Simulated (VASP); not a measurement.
# SnSe: single point with r2SCAN

Slab: SnSe, a slab with vacuum.

```
Sn Se
1.0
     4.28533    0.00000    0.00000
     0.00000    4.28533    0.00000
     0.00000    0.00000   10.99069
Sn Se
2 2
Direct
  0.50000 0.00000 0.37223
  0.00000 0.50000 0.62777
  0.52967 0.02967 0.61534
  0.00000 0.50000 0.38396
```

This cell differs from its parent crystal: atom 3 (Se) moved -0.180 Å towards its neighbour atom 2 (Sn) at 3.033 Å.

```yaml
Program: VASP 6.6.1
Task: single point
Functional: r2SCAN
Potentials_or_basis: VASP PAW PBE potentials, release 64 (Sn_d, Se)
Cutoff: 520 eV
k_mesh: 6 × 6 × 4
Occupations: gaussian, width 0.05 eV
Spin: no spin polarisation
```

| Item | Value |
| --- | --- |
| Largest force | 0.288 eV/Å |
| Band gap on the k mesh | 1.77 eV, indirect (least direct gap 1.78 eV) |

Forces in eV/Å, atoms in the order of the input:
```
Sn  -0.033 -0.033 -0.070
Sn   0.004  0.004  0.034
Se  -0.175 -0.175  0.064
Se   0.203  0.203 -0.028
```

Levels at points of the mesh, in eV from the valence-band top:
| k point | band 16 | band 17 | band 18 | band 19 | band 20 | band 21 | band 22 | band 23 | band 24 | band 25 |
| --- | --- | --- | --- | --- | --- | --- | --- | --- | --- | --- |
| (0.00, 0.00, 0.00) | -3.18 | -3.14 | -1.80 | -1.79 | -0.27 | 1.93 | 4.01 | 4.20 | 4.82 | 4.87 |
| (0.50, 0.00, 0.00) | -2.27 | -1.78 | -1.53 | -0.14 | -0.09 | 1.77 | 1.84 | 2.29 | 2.61 | 3.42 |
| (0.50, 0.50, 0.00) | -4.82 | -3.30 | -3.27 | -1.76 | -1.73 | 3.94 | 4.04 | 5.19 | 5.27 | 5.37 |
| (0.00, 0.00, 0.50) | -3.18 | -3.14 | -1.80 | -1.79 | -0.26 | 1.79 | 4.01 | 4.81 | 4.87 | 5.12 |
| (0.50, 0.00, 0.50) | -2.27 | -1.78 | -1.53 | -0.14 | -0.09 | 1.77 | 1.84 | 2.30 | 2.61 | 3.35 |
| (0.50, 0.50, 0.50) | -4.82 | -3.30 | -3.27 | -1.76 | -1.73 | 3.91 | 4.01 | 5.25 | 5.33 | 5.34 |

Run time: 28 min on 1 thread of Oxide Virtual Turin-like Processor, with other jobs on the host, peak memory 0.43 GiB.

Caveat: the cell differs from its parent crystal (atom 3 (Se) moved -0.180 Å towards its neighbour atom 2 (Sn) at 3.033 Å); the PAW data sets were made with another functional, which shifts forces and pressure a little; spin-orbit coupling is left out, which moves the levels of the heavy elements.
